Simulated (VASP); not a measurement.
# TeO (Pmma) in VASP: further runs

TeO is run at these levels: PBE; tasks: single point.

All numbers are computed with VASP 6.6.1; they aren't measurements. Logs are shortened: lines on timing, memory, paths and dates and some standing lists are left out, and cuts for length are marked.

## 1. The cell of the first run

Symmetry: Pmma, No. 51, orthorhombic system. The conventional cell has a = 5.191 Å, b = 3.124 Å, c = 5.473 Å, α = 90.00°, β = 90.00°, γ = 90.00°. Te (site symmetry mm2) has 8 O at 3.09 to 3.20 Å and 4 Te at 3.12 to 3.31 Å within 4.1 Å. O (site symmetry mm2) has 8 Te at 3.09 to 3.20 Å and 4 O at 3.12 to 3.39 Å within 4.1 Å.

## 2. Single point, PBE

Input file INCAR:

```
SYSTEM = TeO
PREC = Accurate
ENCUT = 520
EDIFF = 1E-6
ISMEAR = 0
SIGMA = 0.1
LREAL = .False.
LASPH = .True.
NELM = 100
ALGO = Normal
ISIF = 2
LWAVE = .False.
LCHARG = .False.
GGA = PE
NBANDS = 20
```

Input file KPOINTS:

```
Automatic mesh
0
Gamma
  4 6 4
  0 0 0
```

Input file POSCAR:

```
TeO
1.0
    5.1909657600      0.0000000000      0.0000000000
    0.0000000000      3.1236028200      0.0000000000
    0.0000000000      0.0000000000      5.4730810900
Te O
2 2
Direct
    0.2500000000      0.0000000000      0.1878074700
    0.7500000000      0.0000000000      0.8121925300
    0.2500000000      0.5000000000      0.6987790900
    0.7500000000      0.5000000000      0.3012209100
```

Potentials or basis: VASP PAW PBE potentials, release 64 (Te, O).

On the command line:

```bash
$ cat potpaw_PBE.64/Te/POTCAR potpaw_PBE.64/O/POTCAR > POTCAR
$ mpirun -np 1 vasp_std > vasp.out
```

OUTCAR:

```text
SYSTEM = TeO
   PREC = Accurate
   ENCUT = 520
   EDIFF = 1E-6
   ISMEAR = 0
   LREAL = .False.
   LASPH = .True.
   NELM = 100
   ISIF = 2
   GGA = PE

 ion  position               nearest neighbor table
   1  0.250  0.000  0.188-   2 3.31   2 3.31
   2  0.750  0.000  0.812-   1 3.31   1 3.31
   3  0.250  0.500  0.699-
   4  0.750  0.500  0.301-

  LATTYP: Found a simple orthorhombic cell.
 ALAT       =     3.1236028200
 B/A-ratio  =     1.6618520533
 C/A-ratio  =     1.7521693395

  Lattice vectors:

 A1 = (   0.0000000000,  -3.1236028200,   0.0000000000)
 A2 = (   5.1909657600,   0.0000000000,   0.0000000000)
 A3 = (   0.0000000000,   0.0000000000,   5.4730810900)

Analysis of symmetry for initial positions (statically):
=====================================================================
 Subroutine PRICEL returns:
 Original cell was already a primitive cell.

 Routine SETGRP: Setting up the symmetry group for a
 simple orthorhombic supercell.

 Subroutine GETGRP returns: Found  8 space group operations
 (whereof  4 operations were pure point group operations)
 out of a pool of  8 trial point group operations.

The static configuration has the point symmetry C_2h.
 The point group associated with its full space group is D_2h.

Analysis of symmetry for dynamics (positions and initial velocities):
=====================================================================
 Subroutine PRICEL returns:
 Original cell was already a primitive cell.

 Routine SETGRP: Setting up the symmetry group for a
 simple orthorhombic supercell.

 Subroutine GETGRP returns: Found  8 space group operations
 (whereof  4 operations were pure point group operations)
 out of a pool of  8 trial point group operations.

The dynamic configuration has the point symmetry C_2h.
 The point group associated with its full space group is D_2h.

 Subroutine INISYM returns: Found  8 space group operations
 (whereof  4 operations are pure point group operations),
 and found     1 'primitive' translations

----------------------------------------------------------------------------------------

                                     Primitive cell

  volume of cell :      88.7434

  direct lattice vectors                    reciprocal lattice vectors
     5.190965760  0.000000000  0.000000000     0.192642380  0.000000000  0.000000000
     0.000000000  3.123602820  0.000000000     0.000000000  0.320143135  0.000000000
     0.000000000  0.000000000  5.473081090     0.000000000  0.000000000  0.182712440

  length of vectors
     5.190965760  3.123602820  5.473081090     0.192642380  0.320143135  0.182712440

  position of ions in fractional coordinates (direct lattice)
     0.250000000  0.000000000  0.187807470
     0.750000000  0.000000000  0.812192530
     0.250000000  0.500000000  0.698779090
     0.750000000  0.500000000  0.301220910

  ion indices of the primitive-cell ions
   primitive index   ion index
                 1           1
                 2           2
                 3           3
                 4           4

----------------------------------------------------------------------------------------

 KPOINTS: Automatic mesh

Automatic generation of k-mesh.
 Grid dimensions read from file:
 generate k-points for:    4    6    4

 Generating k-lattice:

  Cartesian coordinates                     Fractional coordinates (reciprocal lattice)
     0.048160595  0.000000000  0.000000000     0.250000000  0.000000000  0.000000000
     0.000000000  0.053357189  0.000000000     0.000000000  0.166666667  0.000000000
     0.000000000  0.000000000  0.045678110     0.000000000  0.000000000  0.250000000

  Length of vectors
     0.048160595  0.053357189  0.045678110

  Shift w.r.t. Gamma in fractional coordinates (k-lattice)
     0.000000000  0.000000000  0.000000000

 Subroutine IBZKPT returns following result:
 ===========================================

 Found     36 irreducible k-points:

 Following reciprocal coordinates:
            Coordinates               Weight
  0.000000  0.000000  0.000000      1.000000
  0.250000  0.000000  0.000000      2.000000
  0.500000  0.000000  0.000000      1.000000
  0.000000  0.166667  0.000000      2.000000
  0.250000  0.166667  0.000000      4.000000
  0.500000  0.166667  0.000000      2.000000
[... 16 lines left out ...]
  0.250000  0.500000  0.250000      4.000000
  0.500000  0.500000  0.250000      2.000000
 [... further k-points ...]
   k-points           NKPTS =     36   k-points in BZ     NKDIM =     36   number of bands    NBANDS=     20
   number of dos      NEDOS =    301   number of ions     NIONS =      4
   total plane-waves  NPLWV =  40320
   dimension x,y,z NGX =    40 NGY =   24 NGZ =   42
   dimension x,y,z NGXF=    80 NGYF=   48 NGZF=   84
   ions per type =               2   2
   NGX,Y,Z   is equivalent  to a cutoff of  12.81, 12.77, 12.76 a.u.
   NGXF,Y,Z  is equivalent  to a cutoff of  25.62, 25.55, 25.52 a.u.
 SYSTEM =  TeO
   PREC   = accura    normal or accurate (medium, high low for compatibility)
   ISTART =      0    job   : 0-new  1-cont  2-samecut
   ICHARG =      2    charge: 1-file 2-atom 10-const
   ISPIN  =      1    spin polarized calculation?
   LNONCOLLINEAR =      F non collinear calculations
   LSORBIT =      F    spin-orbit coupling
   LASPH  =      T    aspherical Exc in radial PAW
   ENCUT  =  520.0 eV  38.22 Ry    6.18 a.u.   9.65  5.81 10.18*2*pi/ulx,y,z
   NELM   =    100;   NELMIN=  2; NELMDL= -5     # of ELM steps
   EDIFF  = 0.1E-05   stopping-criterion for ELM
   LREAL  =      F    real-space projection
   EDIFFG = 0.1E-04   stopping-criterion for IOM
   NSW    =      0    number of steps for IOM
   IBRION =     -1    ionic relax: 0-MD 1-quasi-New 2-CG
   NFREE  =      0    steps in history (QN), initial steepest desc. (CG)
   ISIF   =      2    stress and relaxation
   ISYM   =      2    0-nonsym 1-usesym 2-fastsym
   POTIM  = 0.5000    time-step for ionic-motion
   TEBEG  =    0.0;   TEEND  =   0.0 temperature during run
   PSTRESS=    0.0 pullay stress
   NELECT =      24.0000    total number of electrons
   NUPDOWN=      -1.0000    fix difference up-down
   EMIN   =  10.00;   EMAX   =-10.00  energy-range for DOS
   EFERMI =   0.00;   METHOD = LEGACY
   ISMEAR =     0;   SIGMA  =   0.10  broadening in eV -4-tet -1-fermi 0-gaus
   EFERMI_NEDOS =   21; number of points for ismear=-14 and -15
   IALGO  =     38    algorithm
   IMIX   =      4    mixing-type and parameters
     AMIX     =   0.40;   BMIX     =  1.00
     AMIX_MAG =   1.60;   BMIX_MAG =  1.00
  volume/ion in A,a.u.               =      22.19       149.72
  Fermi-wavevector in a.u.,A,eV,Ry     =   1.058685  2.000624 15.249590  1.120813
  Thomas-Fermi vector in A             =   2.194003
   LORBIT       =      0    0 simple, 1 ext, 2 COOP (PROOUT), +10 PAW based schemes
   GGA     = PE    functional components
   LHFCALC =     F    Hartree Fock is set to
   AEXX    =    0.0000 exact exchange contribution
   IVDW    =     0    specifies the selected vdW correction
   LEPSILON=     F    determine dielectric tensor
   LRPA    =     F    only Hartree local field effects (RPA)
 non-spin polarized calculation
 Gauss-broadening in eV      SIGMA  =   0.10
  energy-cutoff  :      520.00
  volume of cell :       88.74
 maximum number of plane-waves:      2408
 NGX is ok and might be reduce to    40
   NGX = 19   NGY = 11   NGZ = 21

 number of electron      24.0000003 magnetization

 Free energy of the ion-electron system (eV)
  ---------------------------------------------------
  ext. energy  EPLUGINS =         0.00000000
  ---------------------------------------------------
  free energy    TOTEN  =       -12.57260440 eV

  energy without entropy =      -12.54621698  energy(sigma->0) =      -12.55941069

 E-fermi :   3.8789     XC(G=0):  -9.4893

 val. band max:        3.8726165358   @ k =   0.5000   0.3333   0.0000
 cond. band min:       3.8817824039   @ k =   0.5000   0.5000   0.2500
 fundamental gap:      0.0091658681
 Fermi energy:         3.8788856434

 k-point     1 :       0.0000    0.0000    0.0000
  band No.  band energies     occupation
      1     -12.2582      2.00000
      2     -11.8482      2.00000
      3      -8.1512      2.00000
      4      -7.1894      2.00000
      5      -0.6868      2.00000
      6      -0.2192      2.00000
[... 12 lines left out ...]
     19      11.5297      0.00000
     20      13.6255      0.00000

 k-point     2 :       0.2500    0.0000    0.0000
  band No.  band energies     occupation
      1     -12.1761      2.00000
      2     -11.8826      2.00000
      3      -8.1110      2.00000
      4      -7.4750      2.00000
      5      -0.2647      2.00000
      6      -0.0421      2.00000
[... 12 lines left out ...]
     19      13.1292      0.00000
     20      13.6787      0.00000

 k-point     3 :       0.5000    0.0000    0.0000
  band No.  band energies     occupation
      1     -12.0050      2.00000
      2     -12.0050      2.00000
      3      -7.9063      2.00000
      4      -7.9063      2.00000
      5      -0.0268      2.00000
      6      -0.0268      2.00000
[... 12 lines left out ...]
     19      12.6490      0.00000
     20      12.6490      0.00000

 k-point     4 :       0.0000    0.1667    0.0000
  band No.  band energies     occupation
      1     -12.1463      2.00000
      2     -11.7955      2.00000
      3      -7.9122      2.00000
      4      -6.8335      2.00000
      5      -0.3321      2.00000
      6       0.1142      2.00000
[... 12 lines left out ...]
     19      12.1739      0.00000
     20      14.1370      0.00000

 k-point     5 :       0.2500    0.1667    0.0000
  band No.  band energies     occupation
      1     -12.0765      2.00000
      2     -11.8263      2.00000
      3      -7.8431      2.00000
      4      -7.1192      2.00000
      5       0.0843      2.00000
      6       0.2382      2.00000
[... 12 lines left out ...]
     19      13.3615      0.00000
     20      14.1597      0.00000
[... 353 lines left out ...]
      6       0.3572      2.00000
[... 12 lines left out ...]
     19      13.3814      0.00000
     20      13.3814      0.00000

 k-point    22 :       0.0000    0.5000    0.2500
  band No.  band energies     occupation
      1     -11.7766      2.00000
      2     -11.6453      2.00000
      3      -6.7709      2.00000
      4      -5.2874      2.00000
      5      -0.9602      2.00000
      6       0.0522      2.00000
[... 12 lines left out ...]
     19      12.5868      0.00000
     20      13.5583      0.00000

 k-point    23 :       0.2500    0.5000    0.2500
  band No.  band energies     occupation
      1     -11.7527      2.00000
      2     -11.6596      2.00000
      3      -6.5706      2.00000
      4      -5.5130      2.00000
      5      -0.9931      2.00000
      6      -0.3756      2.00000
[... 12 lines left out ...]
     19      12.9389      0.00000
     20      13.4104      0.00000

 k-point    24 :       0.5000    0.5000    0.2500
  band No.  band energies     occupation
      1     -11.7015      2.00000
      2     -11.7015      2.00000
      3      -6.0575      2.00000
      4      -6.0575      2.00000
      5      -0.8664      2.00000
      6      -0.8664      2.00000
[... 12 lines left out ...]
     19      13.3438      0.00000
     20      13.3438      0.00000

 [... further k-points ...]
[... 5 lines left out ...]
  --------------------------------------------------------------------------------------
  -------------------------------------------------------------------------------------
  Total      -10.0198867     -5.3556773    -10.4817456      0.0000000      0.0000000     -0.0000000
  in kB     -180.8995730    -96.6916852   -189.2379975      0.0000000      0.0000000     -0.0000000
  external PRESSURE =    -155.6097519 kB  Pullay stress =       0.0000000 kB

 VOLUME and BASIS-vectors are now :
 -----------------------------------------------------------------------------
  energy-cutoff  :      520.00
  volume of cell :       88.74
      direct lattice vectors                 reciprocal lattice vectors
     5.190965760  0.000000000  0.000000000     0.192642380  0.000000000  0.000000000
     0.000000000  3.123602820  0.000000000     0.000000000  0.320143135  0.000000000
     0.000000000  0.000000000  5.473081090     0.000000000  0.000000000  0.182712440

 POSITION                                       TOTAL-FORCE (eV/Angst)
 -----------------------------------------------------------------------------------
      1.29774      0.00000      1.02789         0.000000      0.000000     -0.084900
      3.89322      0.00000      4.44520        -0.000000     -0.000000      0.084900
      1.29774      1.56180      3.82447         0.000000      0.000000      0.564667
      3.89322      1.56180      1.64861         0.000000      0.000000     -0.564667
 -----------------------------------------------------------------------------------
    total drift:                               -0.000000      0.000000     -0.000000

  FREE ENERGIE OF THE ION-ELECTRON SYSTEM (eV)
  ---------------------------------------------------
  free  energy   TOTEN  =       -12.5726044008 eV

  energy  without entropy=      -12.5462169819  energy(sigma->0) =      -12.55941069
```

Wall time 2 min (1 thread of AMD EPYC 7R13 (Zen 3), shared host); peak memory 0.18 GiB.

What came out:

```yaml
Free_energy: -12.5726 eV
Pressure: -15.6 GPa
Largest_force: 0.565 eV/Å
Band_gap_on_the_k_mesh: zero (band 12 reaches 4.65 eV, above the bottom of band 13 at 2.98 eV)
```

Forces in eV/Å, atoms in the order of the input:
```
Te   0.000  0.000 -0.085
Te   0.000  0.000  0.085
O    0.000  0.000  0.565
O    0.000  0.000 -0.565
```

Stress tensor (GPa, compression positive):
```
-18.09   0.00   0.00
  0.00  -9.67   0.00
  0.00   0.00 -18.92
```

Caveat: spin-orbit coupling is left out, which moves the levels of the heavy elements.

## 3. Single point, PBE

This run uses another cell than the first one, of 22.80 Å³/atom, 1.027 times its volume.

Input file INCAR:

```
PREC = Accurate
ENCUT = 520
EDIFF = 1E-6
ISMEAR = 0
SIGMA = 0.1
LREAL = F
LASPH = T
NELM = 80
ALGO = Normal
ISIF = 2
LWAVE = F
LCHARG = F
GGA = PE
NBANDS = 20
```

Input file KPOINTS:

```
regular mesh
0
Gamma
  4 6 4
```

Input file POSCAR:

```
TeO
1.0
    5.7817935729      0.0000000000      0.0000000000
    0.0000000000      3.6774145933      0.0000000000
    0.0000000000      0.0000000000      4.2885592659
Te O
2 2
Direct
    0.2500000000      0.0000000000      0.0941928873
    0.7500000000      0.0000000000      0.9058071127
    0.2500000000      0.5000000000      0.8772003245
    0.7500000000      0.5000000000      0.1227996755
```

Potentials or basis: VASP PAW PBE potentials, release 64 (Te, O).

On the command line:

```bash
$ cat potpaw_PBE.64/Te/POTCAR potpaw_PBE.64/O/POTCAR > POTCAR
$ mpirun -np 1 vasp_std > vasp.out
```

Run time: 80 s. Hardware: 1 thread of AMD EPYC 7R13 (Zen 3), shared host; peak memory 0.19 GiB.

Results (log left out):

```
Free energy            : -17.7271 eV
Pressure               : -0.2 GPa
Largest force          : 0.016 eV/Å
Band gap on the k mesh : zero (band 12 reaches 6.21 eV, above the bottom of band 13 at 3.98 eV)
```

Forces in eV/Å, atoms in the order of the input:
```
Te   0.000  0.000 -0.012
Te   0.000  0.000  0.012
O    0.000  0.000  0.016
O    0.000  0.000 -0.016
```

Stress tensor (GPa, compression positive):
```
-0.07  0.00  0.00
 0.00 -0.33  0.00
 0.00  0.00 -0.15
```

Levels at points of the mesh, in eV from the Fermi level:
```
           k point  band 8  band 9  band 10  band 11  band 12  band 13  band 14  band 15  band 16  band 17
(0.00, 0.00, 0.00)   -3.21   -2.74    -2.45    -0.98    -0.75    -0.58     2.68     4.08     4.65     6.46
(0.50, 0.00, 0.00)   -4.28   -3.02    -3.02    -1.29    -1.29     1.33     1.33     4.21     4.21     5.85
(0.00, 0.50, 0.00)   -4.15   -4.02    -3.55    -2.15     0.61     1.94     2.60     3.07     3.24     5.97
(0.50, 0.50, 0.00)   -3.89   -3.03    -3.03    -1.71    -1.71     1.71     1.71     3.32     3.32     5.84
(0.00, 0.00, 0.50)   -3.29   -2.92    -2.48    -1.48    -0.89    -0.50     1.17     3.92     3.95     8.36
(0.50, 0.00, 0.50)   -4.55   -3.18    -3.18    -1.41    -1.41     1.33     1.33     3.85     3.85     6.89
(0.00, 0.50, 0.50)   -4.57   -3.93    -3.91    -2.21     1.65     2.06     2.11     2.36     3.30     7.37
(0.50, 0.50, 0.50)   -4.68   -2.96    -2.96    -1.86    -1.86     2.94     2.94     3.06     3.06     6.59
```

Caveat: the k points lie up to 0.37 Å⁻¹ apart; spin-orbit coupling is left out, which moves the levels of the heavy elements; this functional lacks dispersion, which binds the layers, so the pressure and a relaxed spacing across them are unreliable.
